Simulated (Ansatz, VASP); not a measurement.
# Os in VASP and in Ansatz

INCAR

```
PREC = Accurate
ENCUT = 520
EDIFF = 1E-6
ISMEAR = -1
SIGMA = 0.1
LREAL = False
LASPH = True
NELM = 60
ALGO = Normal
ISIF = 2
LWAVE = False
LCHARG = False
GGA = RP
NBANDS = 10
```

File KPOINTS:

```
regular mesh
0
Gamma
  14 14 14
```

File POSCAR:

```
Os
1.0
    2.5336692673      0.0000000000      0.0000000000
    0.0000000000      2.5336692673      0.0000000000
    0.0000000000      0.0000000000      2.5336692673
Os
1
Direct
    0.0000000000      0.0000000000      0.0000000000
```

Input for Ansatz:

```yaml
crystal:
  lattice:
    - [2.5336692673, 0.0, 0.0]
    - [0.0, 2.5336692673, 0.0]
    - [0.0, 0.0, 2.5336692673]
  atoms:
    - { symbol: Os, position: [0.0, 0.0, 0.0] }
hamiltonian:
  xc: rpbe
  pseudopotentials:
    kind: paw
    azcp:
      Os: "pseudopotentials/Os.paw.azcp"
basis:
  ecutwfc: 420
  fft_grid_basis: typed
kpoints:
  mp_grid: { grid: [14, 14, 14], shift: [0, 0, 0] }
magnetization:
  spin_polarized: false
scf:
  occupations: { method: fermi_dirac, width: 0.1 }
  lower_state_search: "off"
output:
  stress: true
  write_density: true
  write_potential: true
  elf: true
  volumetric_format: npy
```

Alike in both runs: task single point; functional RPBE; k mesh 14 × 14 × 14; occupations fermi-dirac, width 0.1 eV; no spin polarisation.

|  | VASP | Ansatz |
| --- | --- | --- |
| version | VASP 6.6.1 | Ansatz 0.2.0 |
| potentials or method | VASP PAW PBE potentials, release 64 (Os), cutoff 520 eV | plane waves (420 eV) with PAW, scalar-relativistic |
| valence electrons in the cell | 8 | 16 |

|  | VASP | Ansatz | Ansatz less VASP |
| --- | --- | --- | --- |
| pressure (GPa) | 11.7 | 12.0 | +0.37 |

VASP's potentials were made for PBE, not for RPBE. With one functional, cell and mesh, what is left measures potentials, basis and numerics. VASP's potentials hold 8 valence electrons a cell and Ansatz's 16, so a difference there can come from the potentials and not from the codes.

Spin-orbit coupling is off throughout.
